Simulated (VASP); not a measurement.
Set up this calculation in VASP 6.6.1, as the native input.

| Quantity | Value |
| --- | --- |
| Task | electric field gradients |
| Functional | PBEsol |
| Potentials or basis | VASP PAW PBE potentials, release 64 (Ga_d) |
| Cutoff | 520 eV |
| k mesh | 14 × 14 × 11 |
| Occupations | fermi-dirac, width 0.03 eV |
| Spin | no spin polarisation |
| Dipole correction | no |
| Further INCAR settings | ALGO = Normal; EDIFF = 1e-08; NBANDS = 20 |

The structure of Ga lies in POSCAR:

```
Ga
1.0
    1.3595547928     -3.9582410506      0.0000000000
    1.3595547928      3.9582410506      0.0000000000
   -0.1154589374      0.0000000000      3.2734796031
Ga
2
Direct
    0.8690000000      0.1310000000      0.2500000000
    0.1310000000      0.8690000000      0.7500000000
```

The input as run:

INCAR

```
SYSTEM = Ga
PREC = Accurate
ENCUT = 520
EDIFF = 1E-8
ISMEAR = -1
SIGMA = 0.03
LREAL = .FALSE.
LASPH = .TRUE.
NELM = 80
ALGO = Normal
ISIF = 2
LWAVE = .FALSE.
LCHARG = .FALSE.
GGA = PS
LEFG = .TRUE.
NBANDS = 20
```

KPOINTS

```
Automatic mesh
0
G
  14 14 11
  0 0 0
```

Potentials or basis: VASP PAW PBE potentials, release 64 (Ga_d).

Command:

```bash
$ cat potpaw_PBE.64/Ga_d/POTCAR > POTCAR
$ mpirun -np 1 vasp_std > vasp.out
```

It gave:

| Property | Result |
| --- | --- |
| Pressure | 1.3 GPa |
| Largest force | 0.205 eV/Å |
| Band gap on the k mesh | zero (bands 13 and 14 overlap by 8.32 eV) |
| Largest electric field gradient by atom | Ga +26.5 V/Å² |

Caveat: without QUAD_EFG the Cq values of the log hold for a quadrupole moment of 1 mb, not for the nuclei; the PAW data sets were made with another functional, which shifts forces and pressure a little.

Wall time 5.5 min on 1 thread of Oxide Virtual Turin-like Processor, on a shared host, peak memory 0.39 GiB.
